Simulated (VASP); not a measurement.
Here is a VASP 6.6.1 calculation.

File INCAR:

```
SYSTEM = TiTc2
PREC = Accurate
ENCUT = 600
EDIFF = 1E-6
ISMEAR = 0
SIGMA = 0.05
LREAL = .FALSE.
LASPH = .TRUE.
NELM = 100
ALGO = Normal
ISIF = 4
LWAVE = .FALSE.
LCHARG = .FALSE.
GGA = PS
IBRION = 2
NSW = 60
EDIFFG = -0.01
```

File KPOINTS:

```
Automatic mesh
0
G
  14 14 14
  0 0 0
```

POSCAR

```
TiTc2
1.0
   -1.5456816058      1.5456816058      4.6773349347
    1.5456816058     -1.5456816058      4.6773349347
    1.5456816058      1.5456816058     -4.6773349347
Ti Tc
1 2
Direct
    0.0000000000      0.0000000000      0.0000000000
    0.3324596634      0.3324596634      0.0000000000
    0.6675403366      0.6675403366      0.0000000000
```

Potentials or basis: VASP PAW PBE potentials, release 64 (Ti_sv, Tc_pv).

Run with:

```sh
$ cat potpaw_PBE.64/Ti_sv/POTCAR potpaw_PBE.64/Tc_pv/POTCAR > POTCAR
$ mpirun -np 1 vasp_std > vasp.out
```

Question: What does it give for the band gap on the k mesh?

Answer: Zero (band 19 reaches 12.68 eV, above the bottom of band 20 at 10.82 eV).

Stress tensor (GPa, compression positive):
```
-9.41  0.00  0.00
 0.00 -9.41  0.00
 0.00  0.00 -9.50
```

Caveat: the PAW data sets were made with another functional, which shifts forces and pressure a little.
